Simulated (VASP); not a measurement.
**HfO2: single point with PBE**

HfO2:

```
Hf O
1.0
     0.00000    2.54881    2.54881
     2.54881    0.00000    2.54881
     2.54881    2.54881    0.00000
Hf O
1 2
Direct
  0.00000 0.00000 0.00000
  0.25000 0.25000 0.25000
  0.75000 0.75000 0.75000
```

```yaml
Program: VASP 6.6.1
Task: single point
Functional: PBE
Potentials_or_basis: VASP PAW PBE potentials, release 64 (Hf_pv, O)
Cutoff: 520 eV
k_mesh: 9 × 9 × 9
Occupations: fermi-dirac, width 0.02 eV
Spin: no spin polarisation
```

The pressure is -3.6 GPa and the band gap on the k mesh is 3.87 eV, indirect (least direct gap 3.98 eV).

Levels at points of the mesh, in eV from the valence-band top:
```
           k point  band 9  band 10  band 11  band 12  band 13  band 14
(0.00, 0.00, 0.00)   -0.55    -0.55    -0.55     3.89     3.89     5.76
```

Run time: 16 s on 1 thread of Intel(R) Xeon(R) Platinum 8488C (Sapphire Rapids), with other jobs on the host, peak memory 0.16 GiB.

Caveat: spin-orbit coupling is left out, which moves the levels of the heavy elements. A k mesh can miss the band edges.
